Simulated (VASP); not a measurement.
The system is CoO.

```
Co O
1.0
    -1.50800    1.50800    2.10725
     1.50800   -1.50800    2.10725
     1.50800    1.50800   -2.10725
Co O
1 1
Direct
  0.00000 0.00000 0.00000
  0.50000 0.50000 0.00000
```

Base run:

```yaml
Program: VASP 6.6.1
Functional: PBEsol
Potentials_or_basis: VASP PAW PBE potentials, release 64 (Co, O)
Cutoff: 520 eV
k_mesh: 10 × 10 × 10
Occupations: fermi-dirac, width 0.05 eV
Spin: collinear spin, ferromagnetic start
Starting_moments: "[2.0, 0.0] μB"
Fixed_moment: 2 μB
```

Its results: pressure -17.7 GPa; site moments Co +1.88; O +0.10 μB.

Q: The run is repeated on the same cell with these changes: fixed moment from 2 μB to 3 μB; moments at the start from [2.0, 0.0] to [3.0, 0.0]. What comes out?

A: Pressure -9.1 GPa; site moments Co +2.61; O +0.34 μB.

Caveats: the cell stands under tension; the PAW data sets were made with another functional, which shifts forces and pressure a little; the total moment is fixed, so each spin has its own Fermi level; a cell with one magnetic atom can't hold antiferromagnetic order, which such compounds often take.
